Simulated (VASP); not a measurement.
Sb:

```
CELL_PARAMETERS angstrom
3.11729 0.00000 0.00000
0.00000 3.11729 0.00000
0.00000 0.00000 3.11729
ATOMIC_POSITIONS crystal
Sb 0.00000 0.00000 0.00000
```

This isn't the form of Sb at room conditions, which is rhombohedral.

Base run:

- Program: VASP 6.6.1
- Functional: PBE0
- Potentials or basis: VASP PAW PBE potentials, release 64 (Sb)
- Cutoff: 520 eV
- k mesh: 6 × 6 × 6
- Occupations: fermi-dirac, width 0.05 eV
- Spin: no spin polarisation

Its results: band gap on the k mesh zero (an odd number of electrons rules out a gap without spin polarisation); pressure -2.0 GPa.

The run is repeated on the same cell with these changes: functional from PBE0 to r2SCAN0; k mesh from 6 × 6 × 6 to 4 × 4 × 4. What comes out?

Band gap on the k mesh zero (an odd number of electrons rules out a gap without spin polarisation); pressure -5.5 GPa.

Several settings changed at once.

Caveats: some runs use coarse meshes; the PAW data sets were made with another functional, which shifts forces and pressure a little; spin-orbit coupling is left out, which moves the levels of the heavy elements.
